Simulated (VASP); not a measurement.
# GaN: single point with PBE

GaN:

```
Ga N
1.0
     0.00000    2.27424    2.27424
     2.27424    0.00000    2.27424
     2.27424    2.27424    0.00000
Ga N
1 1
Direct
  0.00000 0.00000 0.00000
  0.78808 0.73731 0.73731
```

This cell differs from its parent crystal: all N atoms moved -0.100 Å, as atom 2 towards its neighbour atom 1 (Ga) at 1.970 Å.

```yaml
Program: VASP 6.6.1
Task: single point
Functional: PBE
Potentials_or_basis: VASP PAW PBE potentials, release 64 (Ga_d, N)
Cutoff: 520 eV
k_mesh: 10 × 10 × 10
Occupations: gaussian, width 0.05 eV
Spin: no spin polarisation
Dipole_correction: no
Further_INCAR_settings: ALGO = Normal; EDIFF = 1e-07; NBANDS = 16
```

The pressure is 0.8 GPa. The largest force is 0.875 eV/Å and the band gap on the k mesh is 1.35 eV, direct.

Forces in eV/Å, atoms in the order of the input:
```
Ga  -0.505  0.505  0.505
N    0.505 -0.505 -0.505
```

Stress tensor (GPa, compression positive):
```
 0.82  2.07  2.07
 2.07  0.82 -2.07
 2.07 -2.07  0.82
```

Levels at points of the mesh, in eV from the valence-band top:
| k point | band 6 | band 7 | band 8 | band 9 | band 10 | band 11 | band 12 | band 13 |
| --- | --- | --- | --- | --- | --- | --- | --- | --- |
| (0.00, 0.00, 0.00) | -13.34 | -0.31 | -0.31 | 0.00 | 1.35 | 9.84 | 10.03 | 10.03 |
| (0.50, 0.00, 0.00) | -12.10 | -6.73 | -1.14 | -1.14 | 4.10 | 8.33 | 9.88 | 9.88 |
| (0.00, 0.50, 0.00) | -12.07 | -7.16 | -1.38 | -0.87 | 4.30 | 8.38 | 9.63 | 10.58 |
| (0.50, 0.50, 0.00) | -11.65 | -6.22 | -2.89 | -2.68 | 3.12 | 6.27 | 11.29 | 13.41 |

Run time: 24 s on 1 thread of AMD EPYC 9R45 96-Core Processor (Zen 5), on a shared host, peak memory 0.14 GiB.

Caveat: the cell differs from its parent crystal (all N atoms moved -0.100 Å, as atom 2 towards its neighbour atom 1 (Ga) at 1.970 Å).
